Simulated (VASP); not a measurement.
# TeP2 (P4/mmm) in VASP: further runs, part 2 of 2

VASP 6.6.1.

## Step 3: Relaxation of cell and atoms, PBE

This run uses another cell than the first one, of 22.79 Å³/atom.

INCAR

```
SYSTEM = TeP2
PREC = Accurate
ENCUT = 600
EDIFF = 1E-6
ISMEAR = 0
SIGMA = 0.1
LREAL = .FALSE.
LASPH = .TRUE.
NELM = 100
ALGO = Normal
ISIF = 3
LWAVE = .FALSE.
LCHARG = .FALSE.
GGA = PE
IBRION = 2
NSW = 100
EDIFFG = -0.01
```

KPOINTS

```
regular mesh
0
G
  12 12 10
  0 0 0
```

POSCAR

```
TeP2
1.0
    3.6893728809      0.0000000000      0.0000000000
    0.0000000000      3.6893728809      0.0000000000
    0.0000000000      0.0000000000      5.0239696431
Te P
1 2
Direct
    0.0000000000      0.0000000000      0.0000000000
    0.5000000000      0.5000000000      0.2941609656
    0.5000000000      0.5000000000      0.7058390344
```

Potentials or basis: VASP PAW PBE potentials, release 64 (Te, P).

Launch:

```console
$ cat potpaw_PBE.64/Te/POTCAR potpaw_PBE.64/P/POTCAR > POTCAR
$ mpirun -np 1 vasp_std > vasp.out
```

Run time: 2.2 min. Hardware: 1 thread of AMD EPYC 9R45 (Zen 5), shared host; peak memory 0.29 GiB.

It converged, with:

```yaml
Free_energy: -12.3031 eV
Relaxed_volume: 22.89 Å³/atom
Relaxed_cell: a = 3.696 Å, b = 3.696 Å, c = 5.028 Å, α = 90.00°, β = 90.00°, γ = 90.00°
Space_group_after_relaxing_to_0.1_Å: P4/mmm (No. 123)
Energy_gained_by_relaxing: 0.2 meV/atom
Ionic_steps: 4
Pressure_after_relaxing: 0.0 GPa
Largest_force_after_relaxing: 0.008 eV/Å
Band_gap_on_the_k_mesh: zero (bands 8 and 9 overlap by 3.70 eV)
```

Forces on the atoms (eV/Å):
```
Te   0.000  0.000  0.000
P    0.000  0.000  0.008
P    0.000  0.000 -0.008
```

Stress tensor (GPa, compression positive):
```
-0.06  0.00  0.00
 0.00 -0.06  0.00
 0.00  0.00  0.02
```

Step by step:
```
step  energy change (eV)  largest force (eV/Å)  pressure (GPa)  volume (Å³)
   1              0.0000                0.0974            0.08        68.38
   2             -0.0002                0.0582            0.21        68.49
   3             -0.0004                0.0029            0.16        68.45
   4             -0.0005                0.0077           -0.03        68.68
```

Final structure:
```
CELL_PARAMETERS angstrom
3.69574 0.00000 0.00000
0.00000 3.69574 0.00000
0.00000 0.00000 5.02839
ATOMIC_POSITIONS crystal
Te 0.00000 0.00000 0.00000
P 0.50000 0.50000 0.29498
P 0.50000 0.50000 0.70502
```

Levels at points of the mesh, in eV from the Fermi level:
```csv
k point,band 4,band 5,band 6,band 7,band 8,band 9,band 10,band 11,band 12
"(0.00, 0.00, 0.00)",-3.45,-3.23,-3.23,0.31,1.61,1.61,1.75,1.75,3.02
"(0.50, 0.00, 0.00)",-6.47,-3.74,-2.68,-1.49,-0.40,0.66,2.09,4.14,4.25
"(0.50, 0.50, 0.00)",-6.19,-6.19,-4.82,-1.58,-0.68,-0.68,-0.02,-0.02,4.76
"(0.00, 0.00, 0.50)",-3.60,-2.43,-2.43,-1.31,-1.31,0.86,1.94,3.82,4.60
"(0.50, 0.00, 0.50)",-5.48,-1.60,-0.88,-0.68,-0.29,0.53,0.71,1.48,3.19
"(0.50, 0.50, 0.50)",-5.54,-5.54,-3.60,-3.60,-2.32,-1.09,3.13,4.35,4.35
```

Caveat: spin-orbit coupling is left out, which moves the levels of the heavy elements.

## Step 4: Single point, PBE

This run uses another cell than the first one, of 22.79 Å³/atom.

INCAR

```
PREC = Accurate
ENCUT = 520
EDIFF = 1E-6
ISMEAR = 0
SIGMA = 0.1
LREAL = False
LASPH = True
NELM = 100
ALGO = Normal
ISIF = 2
LWAVE = False
LCHARG = False
GGA = PE
NBANDS = 15
```

KPOINTS

```
Automatic mesh
0
Gamma
  6 6 4
```

POSCAR is that of step 3.

Launch:

```console
$ cat potpaw_PBE.64/Te/POTCAR potpaw_PBE.64/P/POTCAR > POTCAR
$ mpirun -np 1 vasp_std > vasp.out
```

Wall time 14 s (1 thread of AMD EPYC 9R45 (Zen 5), shared host); peak memory 0.16 GiB.

It converged, with:

```yaml
Free_energy: -12.3020 eV
Pressure: 0.1 GPa
Largest_force: 0.021 eV/Å
Band_gap_on_the_k_mesh: zero (bands 8 and 9 overlap by 3.65 eV)
```

Forces on the atoms (eV/Å):
```
Te   0.000  0.000  0.000
P    0.000  0.000  0.021
P    0.000  0.000 -0.021
```

Stress tensor (GPa, compression positive):
```
 0.27  0.00  0.00
 0.00  0.27  0.00
 0.00  0.00 -0.32
```

Levels at points of the mesh, in eV from the Fermi level:
| k point | band 4 | band 5 | band 6 | band 7 | band 8 | band 9 | band 10 | band 11 | band 12 | band 13 |
| --- | --- | --- | --- | --- | --- | --- | --- | --- | --- | --- |
| (0.00, 0.00, 0.00) | -3.46 | -3.26 | -3.26 | 0.31 | 1.62 | 1.62 | 1.77 | 1.77 | 2.99 | 3.92 |
| (0.50, 0.00, 0.00) | -6.49 | -3.79 | -2.66 | -1.47 | -0.44 | 0.65 | 2.10 | 4.15 | 4.21 | 6.37 |
| (0.50, 0.50, 0.00) | -6.24 | -6.24 | -4.84 | -1.63 | -0.70 | -0.70 | -0.01 | -0.01 | 4.75 | 8.59 |
| (0.00, 0.00, 0.50) | -3.60 | -2.47 | -2.47 | -1.28 | -1.28 | 0.88 | 1.89 | 3.78 | 4.62 | 4.62 |
| (0.50, 0.00, 0.50) | -5.51 | -1.57 | -0.84 | -0.69 | -0.33 | 0.51 | 0.70 | 1.48 | 3.14 | 5.64 |
| (0.50, 0.50, 0.50) | -5.60 | -5.60 | -3.59 | -3.59 | -2.36 | -1.05 | 3.10 | 4.36 | 4.36 | 8.00 |

Caveat: spin-orbit coupling is left out, which moves the levels of the heavy elements.

## Step 5: Relaxation of cell and atoms, PBE

This run uses another cell than the first one, of 23.33 Å³/atom.

INCAR

```
SYSTEM = TeP2
ALGO = Normal
EDIFF = 1E-6
EDIFFG = -0.04
ENCUT = 600
GGA = PE
IBRION = 2
ISIF = 3
ISMEAR = 0
LASPH = .True.
LCHARG = .False.
LREAL = .False.
LWAVE = .False.
NELM = 100
NSW = 90
PREC = Accurate
SIGMA = 0.1
```

KPOINTS

```
k-points
0
Gamma
  6 6 4
  0 0 0
```

POSCAR

```
TeP2
1.0
    3.2369182000      0.0000000000      0.0000000000
    0.0000000000      3.2369182000      0.0000000000
    0.0000000000      0.0000000000      6.6785747700
Te P
1 2
Direct
    0.0000000000      0.0000000000      0.0000000000
    0.5000000000      0.5000000000      0.2949999900
    0.5000000000      0.5000000000      0.7050000100
```

Launch:

```console
$ cat potpaw_PBE.64/Te/POTCAR potpaw_PBE.64/P/POTCAR > POTCAR
$ mpirun -np 1 vasp_std > vasp.out
```

Wall time 3.6 min (1 thread of AMD EPYC 9R45 (Zen 5), shared host); peak memory 0.2 GiB.

The run converged. Its results:

| Item | Value |
| --- | --- |
| Free energy | -12.3020 eV |
| Relaxed volume | 22.88 Å³/atom |
| Relaxed cell | a = 3.704 Å, b = 3.704 Å, c = 5.004 Å, α = 90.00°, β = 90.00°, γ = 90.00° |
| Space group after relaxing (to 0.1 Å) | P4/mmm (No. 123) |
| Energy gained by relaxing | 473.1 meV/atom |
| Ionic steps | 24 |
| Pressure after relaxing | 0.0 GPa |
| Largest force after relaxing | 0.006 eV/Å |
| Band gap on the k mesh | zero (bands 8 and 9 overlap by 3.65 eV) |

Forces in eV/Å, atoms in the order of the input:
```
Te   0.000  0.000  0.000
P    0.000  0.000  0.006
P    0.000  0.000 -0.006
```

Step by step:
```
step  energy change (eV)  largest force (eV/Å)  pressure (GPa)  volume (Å³)
   1              0.0000                0.7967           -4.64        69.98
   2             -0.4399                1.6129            0.86        63.23
   3             -0.5956                1.6700            7.75        58.69
   4             -0.7805                0.6438            9.51        58.41
   5             -0.4538                6.0071           20.77        57.55
   6             -0.8224                0.3971           10.18        58.30
   7             -0.8491                1.7323           13.76        57.96
   8             -0.8695                0.4830           11.75        58.12
   9             -1.0979                1.2756            7.79        61.43
  10             -1.1456                3.0700            3.57        68.88
  11             -1.1864                2.5112            4.45        66.30
  12             -1.3012                0.1197           -2.13        70.81
  13             -1.3054                0.4260           -1.24        70.03
  14             -1.3190                0.3626           -0.94        69.47
  15             -1.3466                0.2310            0.19        67.83
  16             -1.3522                0.1367            3.49        64.57
  17             -1.3578                0.2161            1.91        66.02
  18             -1.3734                0.1287            1.63        66.32
  19             -1.4067                0.2851            0.68        67.20
  20             -1.4082                0.4363            0.36        67.52
  21             -1.4154                0.1404            0.38        68.13
  22             -1.4158                0.1913            0.37        68.02
  23             -1.4180                0.1112            0.22        68.28
  24             -1.4193                0.0059            0.00        68.63
```

Final structure:
```
CELL_PARAMETERS angstrom
3.70356 0.00000 0.00000
0.00000 3.70356 0.00000
0.00000 0.00000 5.00385
ATOMIC_POSITIONS crystal
Te 0.00000 0.00000 0.00000
P 0.50000 0.50000 0.29351
P 0.50000 0.50000 0.70649
```

Levels at points of the mesh, in eV from the Fermi level:
```csv
k point,band 5,band 6,band 7,band 8,band 9,band 10,band 11,band 12
"(0.00, 0.00, 0.00)",-3.27,-3.27,0.30,1.64,1.64,1.77,1.77,3.00
"(0.50, 0.00, 0.00)",-3.73,-2.63,-1.50,-0.47,0.60,2.11,4.15,4.19
"(0.50, 0.50, 0.00)",-6.21,-4.84,-1.60,-0.64,-0.64,0.04,0.04,4.78
"(0.00, 0.00, 0.50)",-2.48,-2.48,-1.29,-1.29,0.88,1.95,3.79,4.60
"(0.50, 0.00, 0.50)",-1.49,-0.86,-0.66,-0.35,0.49,0.70,1.49,3.14
"(0.50, 0.50, 0.50)",-5.57,-3.56,-3.56,-2.35,-0.98,3.14,4.42,4.42
```

Caveat: a cell axis changed by over 15 % at a fixed basis, so the end point is rough; spin-orbit coupling is left out, which moves the levels of the heavy elements.

## Step 6: Overview

```csv
task,cell,k mesh,cutoff (eV),gap on the mesh (eV),pressure (GPa),relaxed volume (Å³/atom),largest force (eV/Å)
single point,"a = 3.695, b = 3.695, c = 5.035 Å, 3 atoms",12 × 12 × 10,520,none,-0.2,-,0.05
relaxation of cell and atoms,"relaxed from a = 3.689, b = 3.689, c = 5.024 Å, 3 atoms",12 × 12 × 10,600,none,0.0,22.89,0.01
single point,"a = 3.689, b = 3.689, c = 5.024 Å, 3 atoms",6 × 6 × 4,520,none,0.1,-,0.02
relaxation of cell and atoms,"relaxed from a = 3.237, b = 3.237, c = 6.679 Å, 3 atoms",6 × 6 × 4,600,none,0.0,22.88,0.01
```

Alike in all rows: level PBE; potentials or basis VASP PAW PBE potentials, release 64 (Te, P); no spin polarisation; smearing gaussian 0.1 eV.

Caveats: spin-orbit coupling is left out, which moves the levels of the heavy elements; a cell axis changed by over 15 % at a fixed basis, so the end point is rough (at least some runs).

Absolute energies hang on the potentials; compare differences alone.
